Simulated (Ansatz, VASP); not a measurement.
**One calculation of ZrTaS3, two programs**

```xyz
5
Lattice="4.7337 0.0000 0.0000 0.0000 4.7337 0.0000 0.0000 0.0000 4.7337" Properties=species:S:1:pos:R:3 pbc="T T T"
Zr    0.0000    0.0000    0.0000
Ta    2.3669    2.3669    2.3669
S     0.0000    2.3669    2.3669
S     2.3669    0.0000    2.3669
S     2.3669    2.3669    0.0000
```

Change from the starting cell: species swapped into the CsPbBr3 type (Pm-3m, No. 221).

Alike in both runs: functional PBE; k mesh 8 × 8 × 8; occupations gaussian, width 0.1 eV; collinear spin.

Ansatz relaxed the structure, and its values are those at the end. VASP's run is a single point on that final structure, the one shown.

|  | VASP | Ansatz |
| --- | --- | --- |
| version | VASP 6.6.1 | Ansatz 0.2.0 |
| potentials or method | VASP PAW PBE potentials, release 64 (Zr_sv, Ta_pv, S), cutoff 520 eV | scalar-relativistic, plane waves, PAW |
| valence electrons in the cell | 41 | 43 |

|  | VASP | Ansatz | Ansatz less VASP |
| --- | --- | --- | --- |
| gap on the k mesh at the Fermi level (eV) | none | none | - |
| pressure (GPa) | 0.0 | 0.0 | -0.04 |
| net moment per atom (μB) | 0.35 | 0.35 | 0.000 |
| size of the moment on the site where the two differ most (μB) | 1.16 | 1.29 | +0.131 |

Site moments also hang on the region over which each program counts them. A gap of «none» marks a metal or a gap that the smearing closes. VASP's potentials hold 41 valence electrons a cell and Ansatz's 43, so a difference there can come from the potentials and not from the codes.

Neither program's run includes spin-orbit coupling.
